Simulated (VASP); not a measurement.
TaH5:

```
CELL_PARAMETERS angstrom
4.35121 0.00000 0.00000
-2.17560 3.76825 0.00000
0.00000 0.00000 3.63433
ATOMIC_POSITIONS crystal
Ta 0.00000 0.00000 0.00000
H 0.33333 0.66667 0.00000
H 0.66667 0.33333 0.00000
H 0.50000 0.00000 0.50000
H 0.50000 0.50000 0.50000
H 0.00000 0.50000 0.50000
```

| Property | Result |
| --- | --- |
| Program | VASP 6.6.1 |
| Task | relaxation of cell and atoms |
| Functional | PBE |
| Potentials or basis | VASP PAW PBE potentials, release 64 (Ta_pv, H) |
| Cutoff | 600 eV |
| k mesh | 6 × 6 × 6 |
| Occupations | gaussian, width 0.1 eV |
| Spin | no spin polarisation |

At the start: pressure -34.0 GPa; volume 9.93 Å³/atom.

Q: How do energy, volume and symmetry change on relaxing?

A: Over 11 steps the energy falls by 898.6 meV/atom and the volume is 5.08 Å³/atom (-48.8 %); space group P6/mmm (No. 191, to 0.05 Å).

The path:
```tsv
step	energy change (eV)	largest force (eV/Å)	pressure (GPa)	volume (Å³)
1	0.0000	0.0000	-34.00	59.59
2	-3.6149	0.0000	-33.61	43.19
3	6.7537	0.0000	444.11	15.77
4	-4.7428	0.0000	-25.55	37.18
5	-5.2665	0.0000	15.05	28.49
6	-5.3625	0.0000	-3.58	31.07
7	-5.3829	0.0000	-0.30	30.55
8	-5.3787	0.0000	2.64	30.10
9	-5.3897	0.0000	-0.39	30.53
10	-5.3901	0.0000	-1.07	30.64
11	-5.3914	0.0000	-0.28	30.50
```

Final structure:
```yaml
crystal:
  lattice:
    - [3.45379, 0.00000, 0.00000]
    - [-1.72689, 2.99107, 0.00000]
    - [0.00000, 0.00000, 2.95196]
  atoms:
    - { symbol: Ta, position: [0.00000, 0.00000, 0.00000] }
    - { symbol: H, position: [0.33333, 0.66667, 0.00000] }
    - { symbol: H, position: [0.66667, 0.33333, 0.00000] }
    - { symbol: H, position: [0.50000, 0.00000, 0.50000] }
    - { symbol: H, position: [0.50000, 0.50000, 0.50000] }
    - { symbol: H, position: [0.00000, 0.50000, 0.50000] }
```

Caveat: the volume moved by over 15 % at a fixed basis, so the end points are rough.
